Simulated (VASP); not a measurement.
# RbMgSbO3 in VASP: a series of runs, part 2 of 2

VASP 6.6.1. Earlier steps stand in the parts before.

## Step 3: Single point, PBE

This run uses another cell than the first one, of 20.21 Å³/atom, 0.940 times its volume.

Contents of INCAR:

```
SYSTEM = RbMgSbO3
PREC     = Accurate       ! precision mode
ENCUT    = 520            ! plane-wave cutoff, eV
EDIFF    = 1E-6           ! SCF threshold, eV
ISMEAR   = -1             ! smearing method
SIGMA    = 0.05           ! smearing width, eV
LREAL    = .FALSE.        ! projectors in reciprocal space
LASPH    = .TRUE.         ! aspherical terms in the spheres
NELM     = 100            ! most SCF steps
ALGO     = Normal         ! electronic algorithm
ISIF     = 2              ! what is computed and relaxed
LWAVE    = .FALSE.        ! write WAVECAR
LCHARG   = .FALSE.        ! write CHGCAR
GGA      = PE             ! functional
NBANDS   = 26             ! bands
```

Contents of KPOINTS:

```
Automatic mesh
0
G
  6 6 6
  0 0 0
```

Contents of POSCAR:

```
RbMgSbO3
1.0
    3.0788474164      1.7775733846      3.6926421780
   -3.0788474164      1.7775733846      3.6926421780
    0.0000000000     -3.5551467693      3.6926421780
Sb Rb Mg O
1 1 1 3
Direct
    0.5701276200      0.5701276200      0.5701276200
    0.8952780900      0.8952780900      0.8952780900
    0.3185392300      0.3185392300      0.3185392300
    0.4946454750      0.9672602300      0.4946454750
    0.9672602300      0.4946454750      0.4946454750
    0.4946454750      0.4946454750      0.9672602300
```

Potentials or basis: VASP PAW PBE potentials, release 64 (Sb, Rb_sv, Mg, O).

Command:

```console
$ cat potpaw_PBE.64/Sb/POTCAR potpaw_PBE.64/Rb_sv/POTCAR potpaw_PBE.64/Mg/POTCAR potpaw_PBE.64/O/POTCAR > POTCAR
$ mpirun -np 1 vasp_std > vasp.out
```

Wall time 2.2 min (1 thread of Oxide Virtual Turin-like, shared host); peak memory 0.27 GiB.

Results (log left out):

```
Free energy            : -31.7031 eV
Pressure               : 5.9 GPa
Largest force          : 1.342 eV/Å
Band gap on the k mesh : 2.72 eV, indirect (least direct gap 2.78 eV)
```

Forces in eV/Å, atoms in the order of the input:
```
Sb   0.000  0.000 -1.342
Rb   0.000  0.000  0.045
Mg   0.000  0.000  0.031
O   -0.347  0.201  0.422
O    0.347  0.201  0.422
O    0.000 -0.401  0.422
```

Stress tensor (GPa, compression positive):
```
6.05 0.00 0.00
0.00 6.05 0.00
0.00 0.00 5.74
```

Levels at points of the mesh, in eV from the valence-band top:
| k point | band 14 | band 15 | band 16 | band 17 | band 18 | band 19 | band 20 | band 21 |
| --- | --- | --- | --- | --- | --- | --- | --- | --- |
| (0.00, 0.00, 0.00) | -2.45 | -2.31 | -2.31 | -1.72 | 2.72 | 4.99 | 4.99 | 5.93 |
| (0.50, 0.00, 0.00) | -2.70 | -2.38 | -2.08 | -1.43 | 3.09 | 4.60 | 5.03 | 5.72 |
| (0.50, 0.50, 0.00) | -2.54 | -2.42 | -1.96 | -0.67 | 3.15 | 3.57 | 4.74 | 5.42 |
| (0.50, 0.50, 0.50) | -2.16 | -2.16 | -1.65 | 0.00 | 2.78 | 2.78 | 3.31 | 4.35 |

Caveat: spin-orbit coupling is left out, which moves the levels of the heavy elements; forces of over 1 eV/Å act on the atoms, so gaps and moduli don't describe the material at rest. A k mesh can miss the band edges.

## Step 4: Single point, PBE

This run uses another cell than the first one, of 20.64 Å³/atom, 0.960 times its volume.

Contents of INCAR:

```
SYSTEM = RbMgSbO3
ALGO = Normal ; EDIFF = 1E-6
ENCUT = 520 ; GGA = PE
ISIF = 2 ; ISMEAR = -1
LASPH = .TRUE. ; LCHARG = .TRUE.
LELF = .TRUE. ; LREAL = .FALSE.
LVHAR = .TRUE. ; LWAVE = .FALSE.
NBANDS = 26 ; NELM = 60
PREC = Accurate ; SIGMA = 0.05
```

Contents of KPOINTS:

```
k-points
0
G
  6 6 6
  0 0 0
```

POSCAR, as its differences from that of step 3:

```diff
@@ -2,5 +2,5 @@
 1.0
-    3.0788474164      1.7775733846      3.6926421780
-   -3.0788474164      1.7775733846      3.6926421780
-    0.0000000000     -3.5551467693      3.6926421780
+    3.1005301549      1.7900919195      3.7186475572
+   -3.1005301549      1.7900919195      3.7186475572
+    0.0000000000     -3.5801838391      3.7186475572
 Sb Rb Mg O
```

Command:

```console
$ cat potpaw_PBE.64/Sb/POTCAR potpaw_PBE.64/Rb_sv/POTCAR potpaw_PBE.64/Mg/POTCAR potpaw_PBE.64/O/POTCAR > POTCAR
$ mpirun -np 1 vasp_std > vasp.out
```

Run time: 97 s. Hardware: 1 thread of Oxide Virtual Turin-like, shared host; peak memory 0.27 GiB.

It converged, with:

```yaml
Free_energy: -31.7850 eV
Pressure: 4.1 GPa
Largest_force: 0.869 eV/Å
Band_gap_on_the_k_mesh: 2.75 eV, indirect (least direct gap 2.80 eV)
```

Forces on the atoms (eV/Å):
```
Sb   0.000  0.000 -0.869
Rb   0.000  0.000  0.030
Mg   0.000  0.000  0.039
O   -0.228  0.131  0.267
O    0.228  0.131  0.267
O    0.000 -0.263  0.267
```

Stress tensor (GPa, compression positive):
```
3.87 0.00 0.00
0.00 3.87 0.00
0.00 0.00 4.48
```

Levels at points of the mesh, in eV from the valence-band top:
```csv
k point,band 15,band 16,band 17,band 18,band 19,band 20
"(0.00, 0.00, 0.00)",-2.21,-2.21,-1.62,2.75,4.98,4.98
"(0.50, 0.00, 0.00)",-2.28,-1.97,-1.38,3.11,4.61,5.01
"(0.50, 0.50, 0.00)",-2.31,-1.86,-0.65,3.13,3.56,4.73
"(0.50, 0.50, 0.50)",-2.06,-1.56,0.00,2.80,2.80,3.23
```

Caveat: spin-orbit coupling is left out, which moves the levels of the heavy elements. A k mesh can miss the band edges.

## Step 5: Single point, PBE

This run uses another cell than the first one, of 21.07 Å³/atom, 0.980 times its volume.

Contents of INCAR:

```
ALGO = Normal
EDIFF = 1E-6
ENCUT = 520
GGA = PE
ISIF = 2
ISMEAR = -1
LASPH = True
LCHARG = False
LREAL = False
LWAVE = False
NBANDS = 26
NELM = 80
PREC = Accurate
SIGMA = 0.05
```

Contents of KPOINTS:

```
k-points
0
Gamma
  6 6 6
```

POSCAR, as its differences from that of step 4:

```diff
@@ -2,5 +2,5 @@
 1.0
-    3.1005301549      1.7900919195      3.7186475572
-   -3.1005301549      1.7900919195      3.7186475572
-    0.0000000000     -3.5801838391      3.7186475572
+    3.1219137972      1.8024377712      3.7442942128
+   -3.1219137972      1.8024377712      3.7442942128
+    0.0000000000     -3.6048755423      3.7442942128
 Sb Rb Mg O
```

Command:

```console
$ cat potpaw_PBE.64/Sb/POTCAR potpaw_PBE.64/Rb_sv/POTCAR potpaw_PBE.64/Mg/POTCAR potpaw_PBE.64/O/POTCAR > POTCAR
$ mpirun -np 1 vasp_std > vasp.out
```

It took 1.8 min on 1 thread of Oxide Virtual Turin-like, shared host; peak memory 0.27 GiB.

The run converged. Its results:

* Free energy: -31.8383 eV
* Pressure: 2.4 GPa
* Largest force: 0.432 eV/Å
* Band gap on the k mesh: 2.78 eV, indirect (least direct gap 2.82 eV)

Forces on the atoms (eV/Å):
```
Sb   0.000  0.000 -0.432
Rb   0.000  0.000  0.015
Mg   0.000  0.000  0.044
O   -0.119  0.069  0.124
O    0.119  0.069  0.124
O    0.000 -0.138  0.124
```

Stress tensor (GPa, compression positive):
```
1.92 0.00 0.00
0.00 1.92 0.00
0.00 0.00 3.36
```

Levels at points of the mesh, in eV from the valence-band top:
```
           k point  band 15  band 16  band 17  band 18  band 19  band 20
(0.00, 0.00, 0.00)    -2.11    -2.11    -1.52     2.78     4.96     4.96
(0.50, 0.00, 0.00)    -2.18    -1.87    -1.33     3.12     4.63     4.98
(0.50, 0.50, 0.00)    -2.20    -1.76    -0.62     3.12     3.55     4.72
(0.50, 0.50, 0.50)    -1.96    -1.46     0.00     2.82     2.82     3.14
```

Caveat: spin-orbit coupling is left out, which moves the levels of the heavy elements.

## Step 6: Single point, PBE

Contents of INCAR:

```
SYSTEM = RbMgSbO3
  PREC = Accurate
  ENCUT = 520
  EDIFF = 1E-6
  ISMEAR = -1
  SIGMA = 0.05
  LREAL = .False.
  LASPH = .True.
  NELM = 100
  ALGO = Normal
  ISIF = 2
  LWAVE = .False.
  LCHARG = .False.
  GGA = PE
  NBANDS = 26
```

Contents of KPOINTS:

```
regular mesh
0
Gamma
  6 6 6
  0 0 0
```

POSCAR, as its differences from that of step 5:

```diff
@@ -2,5 +2,5 @@
 1.0
-    3.1219137972      1.8024377712      3.7442942128
-   -3.1219137972      1.8024377712      3.7442942128
-    0.0000000000     -3.6048755423      3.7442942128
+    3.1430084492      1.8146167742      3.7695942655
+   -3.1430084492      1.8146167742      3.7695942655
+    0.0000000000     -3.6292335484      3.7695942655
 Sb Rb Mg O
```

Potentials or basis: VASP PAW PBE potentials, release 64 (Sb, Rb_sv, Mg, O).

Command:

```console
$ cat potpaw_PBE.64/Sb/POTCAR potpaw_PBE.64/Rb_sv/POTCAR potpaw_PBE.64/Mg/POTCAR potpaw_PBE.64/O/POTCAR > POTCAR
$ mpirun -np 1 vasp_std > vasp.out
```

It took 2.5 min on 1 thread of Oxide Virtual Turin-like, shared host; peak memory 0.27 GiB.

The run converged. Its results:

```yaml
Free_energy: -31.8660 eV
Pressure: 0.9 GPa
Largest_force: 0.048 eV/Å
Band_gap_on_the_k_mesh: 2.81 eV, indirect (least direct gap 2.83 eV)
```

Forces on the atoms (eV/Å):
```
Sb   0.000  0.000 -0.030
Rb   0.000  0.000  0.002
Mg   0.000  0.000  0.048
O   -0.021  0.012 -0.006
O    0.021  0.012 -0.006
O    0.000 -0.025 -0.006
```

Stress tensor (GPa, compression positive):
```
0.17 0.00 0.00
0.00 0.17 0.00
0.00 0.00 2.35
```

Levels at points of the mesh, in eV from the valence-band top:
```csv
k point,band 14,band 15,band 16,band 17,band 18,band 19,band 20,band 21
"(0.00, 0.00, 0.00)",-2.16,-2.02,-2.02,-1.43,2.81,4.94,4.94,6.03
"(0.50, 0.00, 0.00)",-2.34,-2.09,-1.77,-1.28,3.12,4.64,4.96,5.56
"(0.50, 0.50, 0.00)",-2.22,-2.09,-1.66,-0.60,3.10,3.53,4.71,5.27
"(0.50, 0.50, 0.50)",-1.86,-1.86,-1.37,0.00,2.83,2.83,3.05,4.44
```

Caveat: spin-orbit coupling is left out, which moves the levels of the heavy elements. A k mesh can miss the band edges.

## Step 7: Overview

| cell | gap on the mesh (eV) | pressure (GPa) | largest force (eV/Å) |
| --- | --- | --- | --- |
| a = 5.233 Å, angles 73.8°, 6 atoms | 2.81 | 0.9 | 0.05 |
| a = 5.126 Å, angles 73.8°, 6 atoms | 2.72 | 5.9 | 1.34 |
| a = 5.162 Å, angles 73.8°, 6 atoms | 2.75 | 4.1 | 0.87 |
| a = 5.198 Å, angles 73.8°, 6 atoms | 2.78 | 2.4 | 0.43 |

Some of these runs hold the atoms at other places in the same cell, which the table doesn't show; runs alike in all that it shows share one row.

Alike in all rows: task single point; level PBE; potentials or basis VASP PAW PBE potentials, release 64 (Sb, Rb_sv, Mg, O); no spin polarisation; k mesh 6 × 6 × 6; cutoff (eV) 520; smearing fermi-dirac 0.05 eV.

Caveats: spin-orbit coupling is left out, which moves the levels of the heavy elements; forces of over 1 eV/Å act on the atoms, so gaps and moduli don't describe the material at rest (some runs).

Total energies depend on the potentials used, so only differences within one code and one set of settings carry meaning.
